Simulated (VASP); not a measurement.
Write the native input for VASP 6.6.1 that does the following.

- Task: single point
- Functional: LDA
- Potentials or basis: VASP PAW LDA potentials, release 64 (Ca_sv)
- Cutoff: 520 eV
- k mesh: 11 × 11 × 11
- Occupations: fermi-dirac, width 0.1 eV
- Spin: no spin polarisation
- Dipole correction: no
- Further INCAR settings: ALGO = Normal; EDIFF = 1e-06; NBANDS = 11

The structure of Ca lies in POSCAR:

```
Ca
1.0
    3.2284599572      0.0000000000      0.0000000000
    0.0000000000      3.2284599572      0.0000000000
    0.0000000000      0.0000000000      3.2284599572
Ca
1
Direct
    0.0000000000      0.0000000000      0.0000000000
```

This isn't the form of Ca at room conditions, which is fcc.

One way to write it, as run:

INCAR

```
SYSTEM = Ca
PREC = Accurate ; ENCUT = 520
EDIFF = 1E-6 ; ISMEAR = -1
SIGMA = 0.1 ; LREAL = .False.
LASPH = .True. ; NELM = 80
ALGO = Normal ; ISIF = 2
LWAVE = .False. ; LCHARG = .False.
NBANDS = 11
```

KPOINTS

```
regular mesh
0
Gamma
  11 11 11
  0 0 0
```

Potentials or basis: VASP PAW LDA potentials, release 64 (Ca_sv).

Launch:

```console
$ cat potpaw_LDA.64/Ca_sv/POTCAR > POTCAR
$ mpirun -np 1 vasp_std > vasp.out
```

Results of the run:

```
Pressure               : 1.9 GPa
Band gap on the k mesh : zero (bands 5 and 6 overlap by 0.44 eV)
```

Wall time 14 s on 1 thread of Intel Xeon 8259CL (shared host), peak memory 0.14 GiB.
